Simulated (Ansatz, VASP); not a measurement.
# WSe2 in VASP and in Ansatz

File INCAR:

```
SYSTEM = WSe2
ALGO = Normal ; EDIFF = 1E-8
ENCUT = 520 ; GGA = PS
ISIF = 2 ; ISMEAR = -1
LASPH = .TRUE. ; LCHARG = .FALSE.
LEFG = .TRUE. ; LREAL = .FALSE.
LWAVE = .FALSE. ; NBANDS = 35
NELM = 80 ; PREC = Accurate
SIGMA = 0.08
```

The input KPOINTS:

```
k-points
0
G
  11 11 3
  0 0 0
```

The input POSCAR:

```
WSe2
1.0
    3.2899984505     -0.0493499768     -0.0493499768
   -1.6877375588      2.8738972249     -0.0180633452
   -0.1945500000     -0.1945500000     12.9700000000
W Se
2 4
Direct
    0.3333333333      0.6666666667      0.2500000000
    0.6666666667      0.3333333333      0.7500000000
    0.3333333333      0.6666666667      0.6210000000
    0.6666666667      0.3333333333      0.1210000000
    0.3333333333      0.6666666667      0.8790000000
    0.6666666667      0.3333333333      0.3790000000
```

Input for Ansatz:

```yaml
crystal:
  lattice:
    - [3.2899984505, -0.0493499768, -0.0493499768]
    - [-1.6877375588, 2.8738972249, -0.0180633452]
    - [-0.19455, -0.19455, 12.97]
  atoms:
    - { symbol: W, position: [0.3333333333, 0.6666666667, 0.25] }
    - { symbol: W, position: [0.6666666667, 0.3333333333, 0.75] }
    - { symbol: Se, position: [0.3333333333, 0.6666666667, 0.621] }
    - { symbol: Se, position: [0.6666666667, 0.3333333333, 0.121] }
    - { symbol: Se, position: [0.3333333333, 0.6666666667, 0.879] }
    - { symbol: Se, position: [0.6666666667, 0.3333333333, 0.379] }
kpoints:
  mp_grid: { grid: [11, 11, 3] }
scf:
  occupations: { method: fermi_dirac, width: 0.08 }
hamiltonian:
  xc: pbesol
  pseudopotentials: { kind: paw }
output:
  forces: true
  stress: true
  eigenvalues: true
  efg: { contact_densities: true }
  write_density: true
  write_potential: true
  elf: true
  volumetric_format: npy
```

Change from the starting cell: equal xy, yz and zx shear strains of -3 %, PAW files.

Alike in both runs: task electric field gradients; functional PBEsol; k mesh 11 × 11 × 3; occupations fermi-dirac, width 0.08 eV; no spin polarisation.

|  | VASP | Ansatz |
| --- | --- | --- |
| version | VASP 6.6.1 | Ansatz 0.2.0 |
| potentials or method | VASP PAW PBE potentials, release 64 (W_sv, Se) | PAW with Ansatz's default frozen-core files, scalar-relativistic |
| plane-wave cutoff (eV) | 520 | 420 |
| valence electrons in the cell | 52 | 92 |

Ansatz gave:

| Item | Value |
| --- | --- |
| pressure (GPa) | -0.8 |
| traceless stress, the component that is largest in VASP (GPa) | 4.10 |
| rms of the force components (eV/Å) | 0.311 |
| size of Vzz on the site where it differs most (V/Å²) | 194.5 |

Estimate VASP's values.

pressure (GPa): -0.4; traceless stress, the component that is largest in VASP (GPa): 4.13; rms of the force components (eV/Å): 0.313; size of Vzz on the site where it differs most (V/Å²): 175.9.

VASP's potentials were made for PBE, not for PBEsol. Atom by atom the forces differ by 0.028 eV/Å (rms over components). With one functional, cell and mesh, what is left measures potentials, basis and numerics. VASP's potentials hold 52 valence electrons a cell and Ansatz's 92, so a difference there can come from the potentials and not from the codes.

Spin-orbit coupling is off throughout.
